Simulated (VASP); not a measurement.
# LiF (F-43m) in VASP: notebook

The runs below take LiF through single point, with PBE, r2SCAN.

Everything below comes from runs of VASP 6.6.1. Logs are shortened: lines on timing, memory, paths and dates and some standing lists are left out, and cuts for length are marked.

## (1) The cell of the first run

The structure is cubic, space group F-43m (No. 216). Conventional cell: a = 4.289 Å, b = 4.289 Å, c = 4.289 Å, α = 90.00°, β = 90.00°, γ = 90.00°. Li (site symmetry -43m) has 4 F at 1.86 Å within 2.5 Å. Within 2.5 Å of F (site symmetry -43m) lie 4 Li at 1.86 Å.

## (2) Single point, PBE

INCAR

```
PREC = Accurate
ENCUT = 520
EDIFF = 1E-6
ISMEAR = 0
SIGMA = 0.01
LREAL = False
LASPH = True
NELM = 60
ALGO = Normal
ISIF = 2
LWAVE = False
LCHARG = False
GGA = PE
NBANDS = 12
```

KPOINTS

```
regular mesh
0
Gamma
  10 10 10
```

POSCAR

```
LiF
1.0
    0.0000000000      2.1446105472      2.1446105472
    2.1446105472      0.0000000000      2.1446105472
    2.1446105472      2.1446105472      0.0000000000
Li F
1 1
Direct
    0.0000000000      0.0000000000      0.0000000000
    0.2500000000      0.2500000000      0.2500000000
```

Potentials or basis: VASP PAW PBE potentials, release 64 (Li_sv, F).

Run with:

```
cat potpaw_PBE.64/Li_sv/POTCAR potpaw_PBE.64/F/POTCAR > POTCAR
mpirun -np 1 vasp_std > vasp.out
```

OUTCAR:

```text
PREC = Accurate
   ENCUT = 520
   EDIFF = 1E-6
   ISMEAR = 0
   LREAL = False
   LASPH = True
   NELM = 60
   ISIF = 2
   GGA = PE

 ion  position               nearest neighbor table
   1  0.000  0.000  0.000-   2 1.86   2 1.86   2 1.86   2 1.86
   2  0.250  0.250  0.250-   1 1.86   1 1.86   1 1.86   1 1.86

  LATTYP: Found a face centered cubic cell.
 ALAT       =     4.2892210944

  Lattice vectors:

 A1 = (   0.0000000000,   2.1446105472,   2.1446105472)
 A2 = (   2.1446105472,   0.0000000000,   2.1446105472)
 A3 = (   2.1446105472,   2.1446105472,   0.0000000000)

Analysis of symmetry for initial positions (statically):
=====================================================================
 Subroutine PRICEL returns:
 Original cell was already a primitive cell.

 Routine SETGRP: Setting up the symmetry group for a
 face centered cubic supercell.

 Subroutine GETGRP returns: Found 24 space group operations
 (whereof 24 operations were pure point group operations)
 out of a pool of 48 trial point group operations.

The static configuration has the point symmetry T_d .

Analysis of symmetry for dynamics (positions and initial velocities):
=====================================================================
 Subroutine PRICEL returns:
 Original cell was already a primitive cell.

 Routine SETGRP: Setting up the symmetry group for a
 face centered cubic supercell.

 Subroutine GETGRP returns: Found 24 space group operations
 (whereof 24 operations were pure point group operations)
 out of a pool of 48 trial point group operations.

The dynamic configuration has the point symmetry T_d .

 Subroutine INISYM returns: Found 24 space group operations
 (whereof 24 operations are pure point group operations),
 and found     1 'primitive' translations

----------------------------------------------------------------------------------------

                                     Primitive cell

  volume of cell :      19.7276

  direct lattice vectors                    reciprocal lattice vectors
     0.000000000  2.144610547  2.144610547    -0.233142563  0.233142563  0.233142563
     2.144610547  0.000000000  2.144610547     0.233142563 -0.233142563  0.233142563
     2.144610547  2.144610547  0.000000000     0.233142563  0.233142563 -0.233142563

  length of vectors
     3.032937322  3.032937322  3.032937322     0.403814765  0.403814765  0.403814765

  position of ions in fractional coordinates (direct lattice)
     0.000000000  0.000000000  0.000000000
     0.250000000  0.250000000  0.250000000

  ion indices of the primitive-cell ions
   primitive index   ion index
                 1           1
                 2           2

----------------------------------------------------------------------------------------

 KPOINTS: regular mesh

Automatic generation of k-mesh.
 Grid dimensions read from file:
 generate k-points for:   10   10   10

 Generating k-lattice:

  Cartesian coordinates                     Fractional coordinates (reciprocal lattice)
    -0.023314256  0.023314256  0.023314256     0.100000000  0.000000000  0.000000000
     0.023314256 -0.023314256  0.023314256     0.000000000  0.100000000  0.000000000
     0.023314256  0.023314256 -0.023314256     0.000000000  0.000000000  0.100000000

  Length of vectors
     0.040381476  0.040381476  0.040381476

  Shift w.r.t. Gamma in fractional coordinates (k-lattice)
     0.000000000  0.000000000  0.000000000

 Subroutine IBZKPT returns following result:
 ===========================================

 Found     47 irreducible k-points:

 Following reciprocal coordinates:
            Coordinates               Weight
  0.000000  0.000000  0.000000      1.000000
  0.100000  0.000000  0.000000      8.000000
  0.200000  0.000000  0.000000      8.000000
  0.300000  0.000000  0.000000      8.000000
  0.400000  0.000000  0.000000      8.000000
  0.500000  0.000000  0.000000      4.000000
[... 16 lines left out ...]
  0.300000  0.300000  0.000000      6.000000
  0.400000  0.300000  0.000000     24.000000
 [... further k-points ...]
   k-points           NKPTS =     47   k-points in BZ     NKDIM =     47   number of bands    NBANDS=     12
   number of dos      NEDOS =    301   number of ions     NIONS =      2
   total plane-waves  NPLWV =  13824
   dimension x,y,z NGX =    24 NGY =   24 NGZ =   24
   dimension x,y,z NGXF=    48 NGYF=   48 NGZF=   48
   ions per type =               1   1
   NGX,Y,Z   is equivalent  to a cutoff of  13.16, 13.16, 13.16 a.u.
   NGXF,Y,Z  is equivalent  to a cutoff of  26.31, 26.31, 26.31 a.u.
 SYSTEM =  unknown system
   PREC   = accura    normal or accurate (medium, high low for compatibility)
   ISTART =      0    job   : 0-new  1-cont  2-samecut
   ICHARG =      2    charge: 1-file 2-atom 10-const
   ISPIN  =      1    spin polarized calculation?
   LNONCOLLINEAR =      F non collinear calculations
   LSORBIT =      F    spin-orbit coupling
   LASPH  =      T    aspherical Exc in radial PAW
   ENCUT  =  520.0 eV  38.22 Ry    6.18 a.u.   5.64  5.64  5.64*2*pi/ulx,y,z
   NELM   =     60;   NELMIN=  2; NELMDL= -5     # of ELM steps
   EDIFF  = 0.1E-05   stopping-criterion for ELM
   LREAL  =      F    real-space projection
[... 7 lines left out ...]
   TEBEG  =    0.0;   TEEND  =   0.0 temperature during run
   PSTRESS=    0.0 pullay stress
   NELECT =      10.0000    total number of electrons
   NUPDOWN=      -1.0000    fix difference up-down
   EMIN   =  10.00;   EMAX   =-10.00  energy-range for DOS
   EFERMI =   0.00;   METHOD = LEGACY
   ISMEAR =     0;   SIGMA  =   0.01  broadening in eV -4-tet -1-fermi 0-gaus
   EFERMI_NEDOS =   21; number of points for ismear=-14 and -15
   IALGO  =     38    algorithm
   IMIX   =      4    mixing-type and parameters
     AMIX     =   0.40;   BMIX     =  1.00
     AMIX_MAG =   1.60;   BMIX_MAG =  1.00
  volume/ion in A,a.u.               =       9.86        66.56
  Fermi-wavevector in a.u.,A,eV,Ry     =   1.305318  2.466694 23.182363  1.703856
  Thomas-Fermi vector in A             =   2.436195
   LORBIT       =      0    0 simple, 1 ext, 2 COOP (PROOUT), +10 PAW based schemes
   GGA     = PE    functional components
   LHFCALC =     F    Hartree Fock is set to
   AEXX    =    0.0000 exact exchange contribution
   IVDW    =     0    specifies the selected vdW correction
   LEPSILON=     F    determine dielectric tensor
   LRPA    =     F    only Hartree local field effects (RPA)
 non-spin polarized calculation
 Gauss-broadening in eV      SIGMA  =   0.01
  energy-cutoff  :      520.00
  volume of cell :       19.73
 maximum number of plane-waves:       544
   NGX = 11   NGY = 11   NGZ = 11

 number of electron      10.0000000 magnetization

 number of electron       9.9999987 magnetization

 Free energy of the ion-electron system (eV)
  ---------------------------------------------------
  ext. energy  EPLUGINS =         0.00000000
  ---------------------------------------------------
  free energy    TOTEN  =        -9.61764205 eV

  energy without entropy =       -9.61764205  energy(sigma->0) =       -9.61764205

 E-fermi :  -2.4730     XC(G=0):  -8.8653

 val. band max:       -2.5292937637   @ k =   0.0000   0.0000   0.0000
 cond. band min:       5.3887436628   @ k =   0.0000   0.0000   0.0000
 fundamental gap:      7.9180374265
 Fermi energy:        -2.4730035632

 k-point     1 :       0.0000    0.0000    0.0000
  band No.  band energies     occupation
      1     -42.8661      2.00000
      2     -21.8695      2.00000
      3      -2.5293      2.00000
      4      -2.5293      2.00000
      5      -2.5293      2.00000
      6       5.3887      0.00000
      7      16.9641      0.00000
      8      16.9641      0.00000
      9      16.9641      0.00000
     10      25.6206      0.00000
     11      25.6206      0.00000
     12      25.6206      0.00000

 k-point     2 :       0.1000    0.0000    0.0000
  band No.  band energies     occupation
      1     -42.8624      2.00000
      2     -21.8528      2.00000
      3      -2.7517      2.00000
      4      -2.5553      2.00000
      5      -2.5553      2.00000
      6       5.6734      0.00000
      7      16.7332      0.00000
      8      17.0231      0.00000
      9      17.0231      0.00000
     10      24.3754      0.00000
     11      24.3754      0.00000
     12      24.3931      0.00000

 k-point     3 :       0.2000    0.0000    0.0000
  band No.  band energies     occupation
      1     -42.8529      2.00000
      2     -21.8082      2.00000
      3      -3.2941      2.00000
      4      -2.6222      2.00000
      5      -2.6222      2.00000
      6       6.4481      0.00000
      7      15.9057      0.00000
      8      17.0790      0.00000
      9      17.0790      0.00000
     10      23.4183      0.00000
     11      23.4183      0.00000
     12      23.7443      0.00000

 k-point     4 :       0.3000    0.0000    0.0000
  band No.  band energies     occupation
      1     -42.8410      2.00000
      2     -21.7512      2.00000
      3      -3.9042      2.00000
      4      -2.7027      2.00000
      5      -2.7027      2.00000
      6       7.5477      0.00000
      7      14.5845      0.00000
      8      16.9472      0.00000
      9      16.9472      0.00000
     10      23.3567      0.00000
     11      23.3567      0.00000
     12      23.8365      0.00000

 k-point     5 :       0.4000    0.0000    0.0000
  band No.  band energies     occupation
      1     -42.8314      2.00000
      2     -21.7035      2.00000
      3      -4.3616      2.00000
      4      -2.7660      2.00000
      5      -2.7660      2.00000
      6       8.7489      0.00000
      7      13.1985      0.00000
      8      16.7139      0.00000
      9      16.7139      0.00000
     10      23.8370      0.00000
     11      23.8370      0.00000
     12      23.8803      0.00000

 k-point     6 :       0.5000    0.0000    0.0000
  band No.  band energies     occupation
      1     -42.8278      2.00000
      2     -21.6852      2.00000
      3      -4.5295      2.00000
      4      -2.7898      2.00000
      5      -2.7898      2.00000
      6       9.4346      0.00000
      7      12.4491      0.00000
      8      16.6051      0.00000
      9      16.6052      0.00000
     10      23.8235      0.00000
     11      24.1325      0.00000
     12      24.1325      0.00000

 k-point     7 :       0.1000    0.1000    0.0000
  band No.  band energies     occupation
      1     -42.8612      2.00000
      2     -21.8473      2.00000
      3      -2.7296      2.00000
      4      -2.6097      2.00000
      5      -2.6097      2.00000
      6       5.7546      0.00000
      7      16.8818      0.00000
      8      16.8819      0.00000
      9      17.0820      0.00000
     10      21.8675      0.00000
     11      26.4545      0.00000
     12      26.4545      0.00000

 k-point     8 :       0.2000    0.1000    0.0000
  band No.  band energies     occupation
      1     -42.8536      2.00000
      2     -21.8121      2.00000
      3      -3.1328      2.00000
      4      -2.6993      2.00000
      5      -2.6472      2.00000
      6       6.3303      0.00000
      7      16.3335      0.00000
      8      16.8501      0.00000
      9      17.2901      0.00000
     10      20.5151      0.00000
     11      25.6548      0.00000
     12      25.8950      0.00000
[... 166 lines left out ...]
 k-point    20 :      -0.4000    0.2000    0.0000
  band No.  band energies     occupation
      1     -42.8227      2.00000
      2     -21.6616      2.00000
      3      -4.3312      2.00000
      4      -3.1594      2.00000
      5      -2.9122      2.00000
      6       9.7606      0.00000
      7      11.9610      0.00000
      8      16.5827      0.00000
      9      16.8748      0.00000
     10      21.1055      0.00000
     11      24.3976      0.00000
     12      28.1733      0.00000

 k-point    21 :      -0.3000    0.2000    0.0000
  band No.  band energies     occupation
      1     -42.8278      2.00000
      2     -21.6872      2.00000
      3      -4.1553      2.00000
      4      -3.1580      2.00000
      5      -2.7982      2.00000
      6       8.9256      0.00000
      7      12.8907      0.00000
      8      16.4739      0.00000
      9      17.1700      0.00000
     10      21.9597      0.00000
     11      22.8134      0.00000
     12      27.9747      0.00000

 k-point    22 :      -0.2000    0.2000    0.0000
  band No.  band energies     occupation
      1     -42.8369      2.00000
      2     -21.7320      2.00000
      3      -3.8430      2.00000
      4      -3.0362      2.00000
      5      -2.6851      2.00000
      6       7.8421      0.00000
      7      14.2411      0.00000
      8      16.4769      0.00000
      9      17.4711      0.00000
     10      21.7885      0.00000
     11      22.4630      0.00000
     12      27.8255      0.00000

 k-point    23 :       0.3000    0.3000    0.0000
  band No.  band energies     occupation
      1     -42.8329      2.00000
      2     -21.7152      2.00000
      3      -3.5878      2.00000
      4      -3.0652      2.00000
      5      -3.0652      2.00000
      6       7.4763      0.00000
      7      15.3680      0.00000
      8      16.8119      0.00000
      9      16.8119      0.00000
     10      18.1560      0.00000
     11      26.1867      0.00000
     12      29.7694      0.00000

 k-point    24 :       0.4000    0.3000    0.0000
  band No.  band energies     occupation
      1     -42.8252      2.00000
      2     -21.6782      2.00000
      3      -3.8296      2.00000
      4      -3.1649      2.00000
      5      -3.1502      2.00000
      6       7.9891      0.00000
      7      14.1340      0.00000
      8      16.8491      0.00000
      9      16.9423      0.00000
     10      18.6903      0.00000
     11      25.7189      0.00000
     12      29.2928      0.00000

 [... further k-points ...]
[... 5 lines left out ...]
  --------------------------------------------------------------------------------------
  -------------------------------------------------------------------------------------
  Total        0.3494716      0.3494716      0.3494716      0.0000000      0.0000000     -0.0000000
  in kB       28.3822712     28.3822712     28.3822712      0.0000000      0.0000000     -0.0000000
  external PRESSURE =      28.3822712 kB  Pullay stress =       0.0000000 kB

 VOLUME and BASIS-vectors are now :
 -----------------------------------------------------------------------------
  energy-cutoff  :      520.00
  volume of cell :       19.73
      direct lattice vectors                 reciprocal lattice vectors
     0.000000000  2.144610547  2.144610547    -0.233142563  0.233142563  0.233142563
     2.144610547  0.000000000  2.144610547     0.233142563 -0.233142563  0.233142563
     2.144610547  2.144610547  0.000000000     0.233142563  0.233142563 -0.233142563

 POSITION                                       TOTAL-FORCE (eV/Angst)
 -----------------------------------------------------------------------------------
      0.00000      0.00000      0.00000         0.000000      0.000000      0.000000
      1.07231      1.07231      1.07231        -0.000000     -0.000000     -0.000000
 -----------------------------------------------------------------------------------
    total drift:                               -0.000000     -0.000000     -0.000000

  FREE ENERGIE OF THE ION-ELECTRON SYSTEM (eV)
  ---------------------------------------------------
  free  energy   TOTEN  =        -9.6176420460 eV

  energy  without entropy=       -9.6176420460  energy(sigma->0) =       -9.61764205
```

Wall time 12 s (1 thread of Intel Xeon 8259CL, shared host); peak memory 0.13 GiB.

Results:

```yaml
Free_energy: -9.6176 eV
Band_gap_on_the_k_mesh: 7.92 eV, direct
```

Caveat: the cutoff is under 1.25 times the usual one of these potentials, so pressure, stress and relaxed cells hold a basis-set (Pulay) error.

## (3) Single point, r2SCAN (volume changed by -6%)

POSCAR

```
LiF
1.0
    0.0000000000      2.1008307007      2.1008307007
    2.1008307007      0.0000000000      2.1008307007
    2.1008307007      2.1008307007      0.0000000000
Li F
1 1
Direct
    0.0000000000      0.0000000000      0.0000000000
    0.2500000000      0.2500000000      0.2500000000
```

INCAR.step1

```
SYSTEM = LiF
PREC = Accurate
ENCUT = 520
ISMEAR = 0
SIGMA = 0.01
LREAL = .FALSE.
LASPH = .TRUE.
NELM = 100
NBANDS = 12
GGA = PE
ALGO = Normal
EDIFF = 1E-4
LWAVE = .TRUE.
LCHARG = .FALSE.
```

INCAR.step2

```
SYSTEM = LiF
PREC = Accurate
ENCUT = 520
EDIFF = 1E-6
ISMEAR = 0
SIGMA = 0.01
LREAL = .FALSE.
LASPH = .TRUE.
NELM = 100
ALGO = Normal
ISIF = 2
LWAVE = .FALSE.
LCHARG = .FALSE.
METAGGA = R2SCAN
LMIXTAU = .TRUE.
NBANDS = 12
ISTART = 1
```

KPOINTS

```
Automatic mesh
0
G
  8 8 8
  0 0 0
```

Potentials or basis: VASP PAW PBE potentials, release 64 (Li_sv, F).

Run with:

```
cat potpaw_PBE.64/Li_sv/POTCAR potpaw_PBE.64/F/POTCAR > POTCAR
cp INCAR.step1 INCAR
mpirun -np 1 vasp_std > vasp.out
cp INCAR.step2 INCAR
mpirun -np 1 vasp_std > vasp.out
```

Wall time 38 s (1 thread of Intel Xeon 8259CL, shared host); peak memory 0.14 GiB.

Results (log left out):

```yaml
Free_energy: -11.7886 eV
Band_gap_on_the_k_mesh: 9.07 eV, direct
```

Levels at points of the mesh, in eV from the valence-band top:
```csv
k point,band 3,band 4,band 5,band 6,band 7,band 8
"(0.00, 0.00, 0.00)",0.00,0.00,0.00,9.07,21.57,21.57
"(0.50, 0.00, 0.00)",-2.15,-0.28,-0.28,13.30,16.58,20.99
"(0.50, 0.50, 0.00)",-1.50,-0.88,-0.88,11.57,17.51,21.70
```

Caveat: the cutoff is under 1.25 times the usual one of these potentials, so pressure, stress and relaxed cells hold a basis-set (Pulay) error; the PAW data sets were made with another functional, which shifts forces and pressure a little.
